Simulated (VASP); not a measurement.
# Hf (P6_3/mmc) in VASP: a series of runs, part 2 of 2

VASP 6.6.1. The steps go on from the part before.

**3. Single point, PBEsol (volume scaled by 0.98)**

The input, INCAR:

```
SYSTEM = Hf
ALGO = Normal ; EDIFF = 1E-7
ENCUT = 520 ; GGA = PS
ISIF = 2 ; ISMEAR = -1
LASPH = .True. ; LCHARG = .True.
LELF = .True. ; LREAL = .False.
LVHAR = .True. ; LWAVE = .False.
NBANDS = 17 ; NELM = 60
PREC = Accurate ; SIGMA = 0.05
```

The input, KPOINTS:

```
k-points
0
Gamma
  13 13 7
  0 0 0
```

The input, POSCAR:

```
Hf
1.0
    3.1752435252      0.0000000000      0.0000000000
   -1.5876217626      2.7498415561      0.0000000000
    0.0000000000      0.0000000000      5.0238540107
Hf
2
Direct
    0.3333333333      0.6666666667      0.2500000000
    0.6666666667      0.3333333333      0.7500000000
```

Potentials or basis: VASP PAW PBE potentials, release 64 (Hf_pv).

On the command line:

```bash
> cat potpaw_PBE.64/Hf_pv/POTCAR > POTCAR
> mpirun -np 1 vasp_std > vasp.out
```

OUTCAR:

```text
SYSTEM = Hf
   EDIFF = 1E-7
   ENCUT = 520
   GGA = PS
   ISIF = 2
   ISMEAR = -1
   LASPH = .True.
   LREAL = .False.
   NELM = 60
   PREC = Accurate

 ion  position               nearest neighbor table
   1  0.333  0.667  0.250-   2 3.11   2 3.11   2 3.11   2 3.11   2 3.11   2 3.11
   2  0.667  0.333  0.750-   1 3.11   1 3.11   1 3.11   1 3.11   1 3.11   1 3.11

  LATTYP: Found a hexagonal cell.
 ALAT       =     3.1752435252
 C/A-ratio  =     1.5821948682

  Lattice vectors:

 A1 = (   3.1752435252,   0.0000000000,   0.0000000000)
 A2 = (  -1.5876217626,   2.7498415561,   0.0000000000)
 A3 = (   0.0000000000,   0.0000000000,   5.0238540107)

Analysis of symmetry for initial positions (statically):
=====================================================================
 Subroutine PRICEL returns:
 Original cell was already a primitive cell.

 Routine SETGRP: Setting up the symmetry group for a
 hexagonal supercell.

 Subroutine GETGRP returns: Found 24 space group operations
 (whereof 12 operations were pure point group operations)
 out of a pool of 24 trial point group operations.

The static configuration has the point symmetry D_3d.
 The point group associated with its full space group is D_6h.

Analysis of symmetry for dynamics (positions and initial velocities):
=====================================================================
 Subroutine PRICEL returns:
 Original cell was already a primitive cell.

 Routine SETGRP: Setting up the symmetry group for a
 hexagonal supercell.

 Subroutine GETGRP returns: Found 24 space group operations
 (whereof 12 operations were pure point group operations)
 out of a pool of 24 trial point group operations.

The dynamic configuration has the point symmetry D_3d.
 The point group associated with its full space group is D_6h.

 Subroutine INISYM returns: Found 24 space group operations
 (whereof 12 operations are pure point group operations),
 and found     1 'primitive' translations

----------------------------------------------------------------------------------------
[... 107 lines left out ...]
   EFERMI =   0.00;   METHOD = LEGACY
   ISMEAR =    -1;   SIGMA  =   0.05  broadening in eV -4-tet -1-fermi 0-gaus
   EFERMI_NEDOS =   21; number of points for ismear=-14 and -15
   IALGO  =     38    algorithm
   IMIX   =      4    mixing-type and parameters
     AMIX     =   0.40;   BMIX     =  1.00
     AMIX_MAG =   1.60;   BMIX_MAG =  1.00
  volume/ion in A,a.u.               =      21.93       148.01
  Fermi-wavevector in a.u.,A,eV,Ry     =   1.260020  2.381093 21.601310  1.587652
  Thomas-Fermi vector in A             =   2.393551
   LORBIT       =      0    0 simple, 1 ext, 2 COOP (PROOUT), +10 PAW based schemes
   GGA     = PS    functional components
   LHFCALC =     F    Hartree Fock is set to
   AEXX    =    0.0000 exact exchange contribution
   IVDW    =     0    specifies the selected vdW correction
   LEPSILON=     F    determine dielectric tensor
   LRPA    =     F    only Hartree local field effects (RPA)
 non-spin polarized calculation
  energy-cutoff  :      520.00
  volume of cell :       43.87
 maximum number of plane-waves:      1194
 NGX is ok and might be reduce to    24
   NGX = 11   NGY = 11   NGZ = 19

 number of electron      19.9999999 magnetization

 Free energy of the ion-electron system (eV)
  ---------------------------------------------------
  ext. energy  EPLUGINS =         0.00000000
  ---------------------------------------------------
  free energy    TOTEN  =       -21.00703806 eV

  energy without entropy =      -20.99365222  energy(sigma->0) =      -21.00034514

 E-fermi :   4.8994     XC(G=0): -11.4822

 val. band max:        4.8987298399   @ k =   0.0000   0.0000   0.4286
 cond. band min:       4.9109735339   @ k =   0.3077   0.2308   0.4286
 fundamental gap:      0.0122436940
 Fermi energy:         4.8994243951

 k-point     1 :       0.0000    0.0000    0.0000
  band No.  band energies     occupation
      1     -26.1205      2.00000
      2     -25.3227      2.00000
      3     -25.3227      2.00000
      4     -25.1874      2.00000
      5     -25.1856      2.00000
      6     -25.1856      2.00000
[... 457 lines left out ...]
      4     -25.3586      2.00000
      5     -25.2287      2.00000
      6     -25.2122      2.00000
[... 9 lines left out ...]
     16       7.7453      0.00000
     17      10.7712      0.00000

 [... further k-points ...]
[... 5 lines left out ...]
  --------------------------------------------------------------------------------------
  -------------------------------------------------------------------------------------
  Total       -0.5300426     -0.5300426     -0.5764346      0.0000000     -0.0000000      0.0000000
  in kB      -19.3597442    -19.3597442    -21.0542082      0.0000000     -0.0000000      0.0000000
  external PRESSURE =     -19.9245655 kB  Pullay stress =       0.0000000 kB

 VOLUME and BASIS-vectors are now :
 -----------------------------------------------------------------------------
  energy-cutoff  :      520.00
  volume of cell :       43.87
      direct lattice vectors                 reciprocal lattice vectors
     3.175243525  0.000000000  0.000000000     0.314936474  0.181828658  0.000000000
    -1.587621763  2.749841556  0.000000000     0.000000000  0.363657316  0.000000000
     0.000000000  0.000000000  5.023854011     0.000000000  0.000000000  0.199050370

 POSITION                                       TOTAL-FORCE (eV/Angst)
 -----------------------------------------------------------------------------------
     -0.00000      1.83323      1.25596         0.000000     -0.000000      0.000000
      1.58762      0.91661      3.76789        -0.000000      0.000000      0.000000
 -----------------------------------------------------------------------------------
    total drift:                               -0.000000      0.000000     -0.000000

  FREE ENERGIE OF THE ION-ELECTRON SYSTEM (eV)
  ---------------------------------------------------
  free  energy   TOTEN  =       -21.0070380583 eV

  energy  without entropy=      -20.9936522175  energy(sigma->0) =      -21.00034514
```

stdout:

```text
POSCAR found type information on POSCAR Hf
 POSCAR found :  1 types and       2 ions
 scaLAPACK will be used
 -----------------------------------------------------------------------------
|                                                                             |
|                                                                             |
|     You enforced a specific xc type in the INCAR file but a different       |
|     I HOPE YOU KNOW WHAT YOU ARE DOING!                                     |
|                                                                             |
 -----------------------------------------------------------------------------

 LDA part: xc-table for (Slater+PW92), standard interpolation
 POSCAR, INCAR and KPOINTS ok, starting setup
 FFT: planning ... GRIDC
 FFT: planning ... GRID_SOFT
 FFT: planning ... GRID
 WAVECAR not read
 entering main loop
```

Run time: 18 s. Hardware: 1 thread of Intel Xeon 6975P-C (Granite Rapids), shared host; peak memory 0.19 GiB.

Results:

| Property | Result |
| --- | --- |
| Free energy | -21.0070 eV |
| Pressure | -2.0 GPa |
| Band gap on the k mesh | zero (band 10 reaches 6.07 eV, above the bottom of band 11 at 4.52 eV) |

Caveat: the PAW data sets were made with another functional, which shifts forces and pressure a little; spin-orbit coupling is left out, which moves the levels of the heavy elements.

**4. Single point, PBEsol (volume scaled by 0.98)**

The input, INCAR:

```
PREC = Accurate
ENCUT = 520
EDIFF = 1E-7
ISMEAR = -1
SIGMA = 0.05
LREAL = F
LASPH = T
NELM = 80
ALGO = Normal
ISIF = 2
LWAVE = F
LCHARG = T
GGA = PS
LELF = T
LVHAR = T
NBANDS = 17
```

The input, KPOINTS:

```
Automatic mesh
0
Gamma
  13 13 7
```

POSCAR is that of step 3.

On the command line:

```bash
> cat potpaw_PBE.64/Hf_pv/POTCAR > POTCAR
> mpirun -np 1 vasp_std > vasp.out
```

Wall time 19 s (1 thread of Intel Xeon 6975P-C (Granite Rapids), shared host); peak memory 0.19 GiB.

The run converged. Its results:

```
Free energy            : -21.0070 eV
Pressure               : -2.0 GPa
Band gap on the k mesh : zero (band 10 reaches 6.07 eV, above the bottom of band 11 at 4.52 eV)
```

Stress tensor (GPa, compression positive):
```
-1.94  0.00  0.00
 0.00 -1.94  0.00
 0.00  0.00 -2.11
```

Levels at points of the mesh, in eV from the Fermi level:
```
           k point  band 6  band 7  band 8  band 9  band 10  band 11  band 12  band 13  band 14  band 15
(0.00, 0.00, 0.00)  -30.09   -7.46   -3.78    0.74     1.17     1.17     1.45     2.01     2.01     2.66
```

Caveat: the PAW data sets were made with another functional, which shifts forces and pressure a little; spin-orbit coupling is left out, which moves the levels of the heavy elements.

**5. Single point, PBEsol (volume scaled by 1.01)**

The input, INCAR:

```
SYSTEM = Hf
PREC = Accurate
ENCUT = 520
EDIFF = 1E-7
ISMEAR = -1
SIGMA = 0.05
LREAL = .FALSE.
LASPH = .TRUE.
NELM = 80
ALGO = Normal
ISIF = 2
LWAVE = .FALSE.
LCHARG = .FALSE.
GGA = PS
NBANDS = 17
```

The input, KPOINTS:

```
Automatic mesh
0
G
  13 13 7
  0 0 0
```

The input, POSCAR:

```
Hf
1.0
    3.2073188631      0.0000000000      0.0000000000
   -1.6036594315      2.7776196135      0.0000000000
    0.0000000000      0.0000000000      5.0746034457
Hf
2
Direct
    0.3333333333      0.6666666667      0.2500000000
    0.6666666667      0.3333333333      0.7500000000
```

On the command line:

```bash
> cat potpaw_PBE.64/Hf_pv/POTCAR > POTCAR
> mpirun -np 1 vasp_std > vasp.out
```

Wall time 17 s (1 thread of Intel Xeon 6975P-C (Granite Rapids), shared host); peak memory 0.19 GiB.

Results (log left out):

| Item | Value |
| --- | --- |
| Free energy | -20.9772 eV |
| Pressure | -5.1 GPa |
| Band gap on the k mesh | zero (band 10 reaches 5.85 eV, above the bottom of band 11 at 4.30 eV) |

Stress tensor (GPa, compression positive):
```
-4.98  0.00  0.00
 0.00 -4.98  0.00
 0.00  0.00 -5.34
```

Levels at points of the mesh, in eV from the Fermi level:
| k point | band 6 | band 7 | band 8 | band 9 | band 10 | band 11 | band 12 | band 13 | band 14 | band 15 |
| --- | --- | --- | --- | --- | --- | --- | --- | --- | --- | --- |
| (0.00, 0.00, 0.00) | -30.19 | -7.35 | -3.69 | 0.63 | 1.16 | 1.16 | 1.44 | 1.97 | 1.97 | 2.59 |

Caveat: the PAW data sets were made with another functional, which shifts forces and pressure a little; spin-orbit coupling is left out, which moves the levels of the heavy elements.

**6. Summary**

| cell | gap on the mesh (eV) | pressure (GPa) |
| --- | --- | --- |
| a = 3.131, b = 3.131, c = 4.955 Å, angles 90.0, 90.0, 120.0°, 2 atoms | none | 2.9 |
| a = 3.175, b = 3.175, c = 5.024 Å, angles 90.0, 90.0, 120.0°, 2 atoms | none | -2.0 |
| a = 3.207, b = 3.207, c = 5.075 Å, angles 90.0, 90.0, 120.0°, 2 atoms | none | -5.1 |

Alike in all rows: task single point; level PBEsol; potentials or basis VASP PAW PBE potentials, release 64 (Hf_pv); no spin polarisation; k mesh 13 × 13 × 7; cutoff (eV) 520; smearing fermi-dirac 0.05 eV.

Caveats: the PAW data sets were made with another functional, which shifts forces and pressure a little; spin-orbit coupling is left out, which moves the levels of the heavy elements.

Total energies depend on the potentials used, so only differences within one code and one set of settings carry meaning.
